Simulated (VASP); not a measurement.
# CdS2O2: relaxation of cell and atoms with PBE

CdS2O2:

```xyz
5
Lattice="3.4473 0.0000 0.0000 -1.7237 2.9855 0.0000 0.0000 0.0000 8.7757" Properties=species:S:1:pos:R:3 pbc="T T T"
Cd    0.0000    0.0000    0.0000
S     1.7237    0.9952    6.5288
S     0.0000    1.9903    2.2469
O     0.0000    1.9903    6.1008
O     1.7237    0.9952    2.6749
```

The cell was generated, and may not be a known phase.

- Program: VASP 6.6.1
- Task: relaxation of cell and atoms
- Functional: PBE
- Potentials or basis: VASP PAW PBE potentials, release 64 (Cd, S, O)
- Cutoff: 600 eV
- k mesh: 12 × 12 × 4
- Occupations: gaussian, width 0.1 eV
- Spin: no spin polarisation
- Dipole correction: no
- Further INCAR settings: ALGO = Normal; EDIFF = 1e-07; IBRION = 2; EDIFFG = -0.01; NSW = 100; ISIF = 3

| Item | Value |
| --- | --- |
| Relaxed volume | 18.10 Å³/atom |
| Relaxed cell | a = 3.451 Å, b = 3.451 Å, c = 8.771 Å, α = 90.00°, β = 90.00°, γ = 120.00° |
| Space group after relaxing (to 0.1 Å) | P-3m1 (No. 164) |
| Energy gained by relaxing | 0.1 meV/atom |
| Ionic steps | 3 |
| Pressure after relaxing | 0.0 GPa |
| Largest force after relaxing | 0.009 eV/Å |
| Band gap on the k mesh | zero (bands 18 and 19 overlap by 0.68 eV) |

Forces on the atoms (eV/Å):
```
Cd   0.000  0.000  0.000
S    0.000  0.000  0.009
S    0.000  0.000 -0.009
O    0.000  0.000  0.009
O    0.000  0.000 -0.009
```

The path:
| step | energy change (eV) | largest force (eV/Å) | pressure (GPa) | volume (Å³) |
| --- | --- | --- | --- | --- |
| 1 | 0.0000 | 0.0503 | 0.06 | 90.32 |
| 2 | -0.0004 | 0.0262 | 0.00 | 90.41 |
| 3 | -0.0004 | 0.0095 | -0.05 | 90.48 |

Final structure:
```
CELL_PARAMETERS angstrom
3.45143 0.00000 0.00000
-1.72572 2.98903 0.00000
0.00000 0.00000 8.77061
ATOMIC_POSITIONS crystal
Cd 0.00000 0.00000 0.00000
S 0.66667 0.33333 0.74359
S 0.33333 0.66667 0.25641
O 0.33333 0.66667 0.69567
O 0.66667 0.33333 0.30433
```

Levels at points of the mesh, in eV from the Fermi level:
```tsv
k point	band 15	band 16	band 17	band 18	band 19	band 20	band 21	band 22
(0.00, 0.00, 0.00)	-4.76	-3.07	-1.00	0.16	0.16	0.31	0.31	0.99
(0.50, 0.00, 0.00)	-3.11	-2.94	-2.81	0.47	0.51	2.11	2.30	2.45
(0.00, 0.00, 0.50)	-5.21	-2.75	-0.94	0.18	0.18	0.29	0.29	1.00
(0.50, 0.00, 0.50)	-3.25	-3.01	-2.80	0.54	0.56	2.11	2.31	2.45
```

Run time: 3.2 min on 1 thread of AMD EPYC 9R45 (Zen 5) (shared host), peak memory 0.31 GiB.

Caveat: semilocal functionals underestimate gaps, and a narrow one can read as zero.
